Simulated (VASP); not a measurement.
# Sn (Im-3m) in VASP: relaxation of cell and atoms with LDA

Aim: the relaxation of cell and atoms of Sn with LDA.

Program: VASP 6.6.1. These are calculated values, not measurements. Logs are shortened: lines on timing, memory, paths and dates and some standing lists are left out, and cuts for length are marked.

## (1) The cell of the first run

Symmetry: Im-3m, No. 229, cubic system. Conventional cell: a = 3.826 Å, b = 3.826 Å, c = 3.826 Å, α = 90.00°, β = 90.00°, γ = 90.00°. Within 4.4 Å of Sn (site symmetry m-3m) lie 14 Sn at 3.31 to 3.83 Å.

This isn't the form of Sn at room conditions, which is tetragonal (white tin).

## (2) Relaxation of cell and atoms, LDA

Input file INCAR:

```
PREC     = Accurate       # precision mode
ENCUT    = 600            # plane-wave cutoff, eV
EDIFF    = 1E-7           # SCF threshold, eV
ISMEAR   = -1             # smearing method
SIGMA    = 0.05           # smearing width, eV
LREAL    = F              # projectors in reciprocal space
LASPH    = T              # aspherical terms in the spheres
NELM     = 80             # most SCF steps
ALGO     = Normal         # electronic algorithm
ISIF     = 3              # what is computed and relaxed
LWAVE    = F              # write WAVECAR
LCHARG   = F              # write CHGCAR
IBRION   = 2              # ionic algorithm
NSW      = 60             # ionic steps
EDIFFG   = -0.005         # ionic threshold
```

Input file KPOINTS:

```
Automatic mesh
0
Gamma
  18 18 18
```

Input file POSCAR:

```
Sn
1.0
   -1.9129311828      1.9129311828      1.9129311828
    1.9129311828     -1.9129311828      1.9129311828
    1.9129311828      1.9129311828     -1.9129311828
Sn
1
Direct
    0.0000000000      0.0000000000      0.0000000000
```

Potentials or basis: VASP PAW LDA potentials, release 64 (Sn_d).

Launch:

```console
$ cat potpaw_LDA.64/Sn_d/POTCAR > POTCAR
$ mpirun -np 1 vasp_std > vasp.out
```

OUTCAR:

```text
PREC = Accurate
   ENCUT = 600
   EDIFF = 1E-7
   ISMEAR = -1
   LREAL = F
   LASPH = T
   NELM = 80
   ISIF = 3
   IBRION = 2
   NSW = 60
   EDIFFG = -0.005

 ion  position               nearest neighbor table
   1  0.000  0.000  0.000-

  LATTYP: Found a body centered cubic cell.
 ALAT       =     3.8258623656

  Lattice vectors:

 A1 = (  -1.9129311828,   1.9129311828,   1.9129311828)
 A2 = (   1.9129311828,  -1.9129311828,   1.9129311828)
 A3 = (   1.9129311828,   1.9129311828,  -1.9129311828)

Analysis of symmetry for initial positions (statically):
=====================================================================
 Subroutine PRICEL returns:
 Original cell was already a primitive cell.

 Routine SETGRP: Setting up the symmetry group for a
 body centered cubic supercell.

 Subroutine GETGRP returns: Found 48 space group operations
 (whereof 48 operations were pure point group operations)
 out of a pool of 48 trial point group operations.

The static configuration has the point symmetry O_h .

Analysis of symmetry for dynamics (positions and initial velocities):
=====================================================================
 Subroutine PRICEL returns:
 Original cell was already a primitive cell.

 Routine SETGRP: Setting up the symmetry group for a
 body centered cubic supercell.

 Subroutine GETGRP returns: Found 48 space group operations
 (whereof 48 operations were pure point group operations)
 out of a pool of 48 trial point group operations.

The dynamic configuration has the point symmetry O_h .

 Subroutine INISYM returns: Found 48 space group operations
 (whereof 48 operations are pure point group operations),
 and found     1 'primitive' translations

----------------------------------------------------------------------------------------

                                     Primitive cell

  volume of cell :      28.0000

  direct lattice vectors                    reciprocal lattice vectors
    -1.912931183  1.912931183  1.912931183     0.000000000  0.261378979  0.261378979
     1.912931183 -1.912931183  1.912931183     0.261378979  0.000000000  0.261378979
     1.912931183  1.912931183 -1.912931183     0.261378979  0.261378979  0.000000000

  length of vectors
     3.313294000  3.313294000  3.313294000     0.369645697  0.369645697  0.369645697

  position of ions in fractional coordinates (direct lattice)
     0.000000000  0.000000000  0.000000000

  ion indices of the primitive-cell ions
   primitive index   ion index
                 1           1

----------------------------------------------------------------------------------------

 KPOINTS: Automatic mesh

Automatic generation of k-mesh.
 Grid dimensions read from file:
 generate k-points for:   18   18   18

 Generating k-lattice:

  Cartesian coordinates                     Fractional coordinates (reciprocal lattice)
     0.000000000  0.014521054  0.014521054     0.055555556  0.000000000  0.000000000
     0.014521054  0.000000000  0.014521054     0.000000000  0.055555556  0.000000000
     0.014521054  0.014521054  0.000000000     0.000000000  0.000000000  0.055555556

  Length of vectors
     0.020535872  0.020535872  0.020535872

  Shift w.r.t. Gamma in fractional coordinates (k-lattice)
     0.000000000  0.000000000  0.000000000

 Subroutine IBZKPT returns following result:
 ===========================================

 Found    195 irreducible k-points:

 Following reciprocal coordinates:
            Coordinates               Weight
  0.000000  0.000000  0.000000      1.000000
  0.055556  0.000000  0.000000     12.000000
  0.111111  0.000000  0.000000     12.000000
  0.166667  0.000000  0.000000     12.000000
  0.222222  0.000000  0.000000     12.000000
  0.277778  0.000000  0.000000     12.000000
[... 16 lines left out ...]
  0.333333  0.111111  0.000000     48.000000
  0.388889  0.111111  0.000000     48.000000
 [... further k-points ...]
   k-points           NKPTS =    195   k-points in BZ     NKDIM =    195   number of bands    NBANDS=     11
   number of dos      NEDOS =    301   number of ions     NIONS =      1
   total plane-waves  NPLWV =  21952
   dimension x,y,z NGX =    28 NGY =   28 NGZ =   28
   dimension x,y,z NGXF=    56 NGYF=   56 NGZF=   56
   ions per type =               1
   NGX,Y,Z   is equivalent  to a cutoff of  14.05, 14.05, 14.05 a.u.
   NGXF,Y,Z  is equivalent  to a cutoff of  28.10, 28.10, 28.10 a.u.
 SYSTEM =  unknown system
   PREC   = accura    normal or accurate (medium, high low for compatibility)
   ISTART =      0    job   : 0-new  1-cont  2-samecut
   ICHARG =      2    charge: 1-file 2-atom 10-const
   ISPIN  =      1    spin polarized calculation?
   LNONCOLLINEAR =      F non collinear calculations
   LSORBIT =      F    spin-orbit coupling
   LASPH  =      T    aspherical Exc in radial PAW
   ENCUT  =  600.0 eV  44.10 Ry    6.64 a.u.   6.62  6.62  6.62*2*pi/ulx,y,z
   NELM   =     80;   NELMIN=  2; NELMDL= -5     # of ELM steps
   EDIFF  = 0.1E-06   stopping-criterion for ELM
   LREAL  =      F    real-space projection
   EDIFFG = -.5E-02   stopping-criterion for IOM
   NSW    =     60    number of steps for IOM
   IBRION =      2    ionic relax: 0-MD 1-quasi-New 2-CG
   NFREE  =      1    steps in history (QN), initial steepest desc. (CG)
   ISIF   =      3    stress and relaxation
   ISYM   =      2    0-nonsym 1-usesym 2-fastsym
   POTIM  = 0.5000    time-step for ionic-motion
   TEBEG  =    0.0;   TEEND  =   0.0 temperature during run
   PSTRESS=    0.0 pullay stress
   NELECT =      14.0000    total number of electrons
   NUPDOWN=      -1.0000    fix difference up-down
   EMIN   =  10.00;   EMAX   =-10.00  energy-range for DOS
   EFERMI =   0.00;   METHOD = LEGACY
   ISMEAR =    -1;   SIGMA  =   0.05  broadening in eV -4-tet -1-fermi 0-gaus
   EFERMI_NEDOS =   21; number of points for ismear=-14 and -15
   IALGO  =     38    algorithm
   IMIX   =      4    mixing-type and parameters
     AMIX     =   0.40;   BMIX     =  1.00
     AMIX_MAG =   1.60;   BMIX_MAG =  1.00
  volume/ion in A,a.u.               =      28.00       188.95
  Fermi-wavevector in a.u.,A,eV,Ry     =   1.299366  2.455446 22.971424  1.688352
  Thomas-Fermi vector in A             =   2.430634
   LORBIT       =      0    0 simple, 1 ext, 2 COOP (PROOUT), +10 PAW based schemes
   GGA     = CA    functional components
   LHFCALC =     F    Hartree Fock is set to
   AEXX    =    0.0000 exact exchange contribution
   IVDW    =     0    specifies the selected vdW correction
   LEPSILON=     F    determine dielectric tensor
   LRPA    =     F    only Hartree local field effects (RPA)
 conjugate gradient relaxation of ions
 non-spin polarized calculation
  energy-cutoff  :      600.00
  volume of cell :       28.00
 maximum number of plane-waves:       959
   NGX = 13   NGY = 13   NGZ = 13

--------------------------------------- Ionic step        1  -------------------------------------------

 number of electron      13.9999999 magnetization

 Free energy of the ion-electron system (eV)
  ---------------------------------------------------
  ext. energy  EPLUGINS =         0.00000000
  ---------------------------------------------------
  free energy    TOTEN  =        -4.40621986 eV

  energy without entropy =       -4.40141898  energy(sigma->0) =       -4.40381942

------------------------ aborting loop because EDIFF is reached ----------------------------------------

  FORCE on cell =-STRESS in cart. coord.  units (eV):
  Direction    XX          YY          ZZ          XY          YZ          ZX
  --------------------------------------------------------------------------------------
  -------------------------------------------------------------------------------------
  Total       -0.7664618     -0.7664618     -0.7664618      0.0000000      0.0000000      0.0000000
  in kB      -43.8574193    -43.8574193    -43.8574193      0.0000000      0.0000000      0.0000000
  external PRESSURE =     -43.8574193 kB  Pullay stress =       0.0000000 kB
[... 55 lines left out ...]
  energy  without entropy=       -4.4337873711  energy(sigma->0) =       -4.43678102

--------------------------------------- Ionic step        3  -------------------------------------------

 number of electron      14.0000006 magnetization

 Free energy of the ion-electron system (eV)
  ---------------------------------------------------
  ext. energy  EPLUGINS =         0.00000000
  ---------------------------------------------------
  free energy    TOTEN  =        -4.44210982 eV

  energy without entropy =       -4.43629068  energy(sigma->0) =       -4.43920025

 E-fermi :   8.5679     XC(G=0): -10.8948

 val. band max:        8.5639835130   @ k =  -0.2778   0.3333   0.0556
 cond. band min:       8.5685812055   @ k =   0.2222   0.1667   0.0000
 fundamental gap:      0.0045976925
 Fermi energy:         8.5678991719

 k-point     1 :       0.0000    0.0000    0.0000
  band No.  band energies     occupation
      1     -12.9140      2.00000
      2     -12.9140      2.00000
      3     -12.9140      2.00000
      4     -12.7444      2.00000
      5     -12.7444      2.00000
      6      -2.9797      2.00000
      7      16.9896      0.00000
      8      16.9896      0.00000
      9      16.9896      0.00000
     10      20.9126      0.00000
     11      20.9126      0.00000
[... 309 lines left out ...]
 k-point    24 :       0.3889    0.1111    0.0000
  band No.  band energies     occupation
      1     -12.9562      2.00000
      2     -12.8852      2.00000
      3     -12.7588      2.00000
      4     -12.7551      2.00000
      5     -12.6628      2.00000
      6       1.6203      2.00000
      7       4.8286      2.00000
      8      10.9245      0.00000
      9      13.4548      0.00000
     10      17.6338      0.00000
     11      19.5386      0.00000

 [... further k-points ...]

------------------------ aborting loop because EDIFF is reached ----------------------------------------

  FORCE on cell =-STRESS in cart. coord.  units (eV):
  Direction    XX          YY          ZZ          XY          YZ          ZX
  --------------------------------------------------------------------------------------
  -------------------------------------------------------------------------------------
  Total        0.0000534      0.0000534      0.0000534      0.0000000      0.0000000      0.0000000
  in kB        0.0033484      0.0033484      0.0033484      0.0000000      0.0000000      0.0000000
  external PRESSURE =       0.0033484 kB  Pullay stress =       0.0000000 kB
[... 16 lines left out ...]
  FREE ENERGIE OF THE ION-ELECTRON SYSTEM (eV)
  ---------------------------------------------------
  free  energy   TOTEN  =        -4.4421098190 eV

  energy  without entropy=       -4.4362906769  energy(sigma->0) =       -4.43920025

 reached required accuracy - stopping structural energy minimisation
```

Run time: 52 s. Hardware: 1 thread of Intel Xeon 6975P-C (Granite Rapids), shared host; peak memory 0.2 GiB.

What came out:

```
Free energy                           : -4.4421 eV
Relaxed volume                        : 25.57 Å³/atom
Relaxed cell                          : a = 3.214 Å, b = 3.214 Å, c = 3.214 Å, α = 109.47°, β = 109.47°, γ = 109.47°
Space group after relaxing (to 0.1 Å) : Im-3m (No. 229)
Energy gained by relaxing             : 35.9 meV/atom
Ionic steps                           : 3
Pressure after relaxing               : 0.0 GPa
Band gap on the k mesh                : zero (bands 7 and 8 overlap by 11.05 eV)
```

Step by step:
| step | energy change (eV) | largest force (eV/Å) | pressure (GPa) | volume (Å³) |
| --- | --- | --- | --- | --- |
| 1 | 0.0000 | 0.0000 | -4.39 | 28.00 |
| 2 | -0.0336 | 0.0000 | 1.37 | 25.01 |
| 3 | -0.0359 | 0.0000 | 0.00 | 25.57 |

Final structure:
```
CELL_PARAMETERS angstrom
-1.85586 1.85586 1.85586
1.85586 -1.85586 1.85586
1.85586 1.85586 -1.85586
ATOMIC_POSITIONS crystal
Sn 0.00000 0.00000 0.00000
```

Levels at points of the mesh, in eV from the Fermi level:
```csv
k point,band 5,band 6,band 7,band 8,band 9,band 10
"(0.00, 0.00, 0.00)",-21.31,-11.55,8.42,8.42,8.42,12.34
"(0.50, 0.00, 0.00)",-21.21,-6.53,-4.70,3.76,5.63,8.40
"(0.50, 0.50, 0.50)",-21.24,-2.23,-0.55,-0.55,-0.55,3.96
```

Caveat: spin-orbit coupling is left out, which moves the levels of the heavy elements.
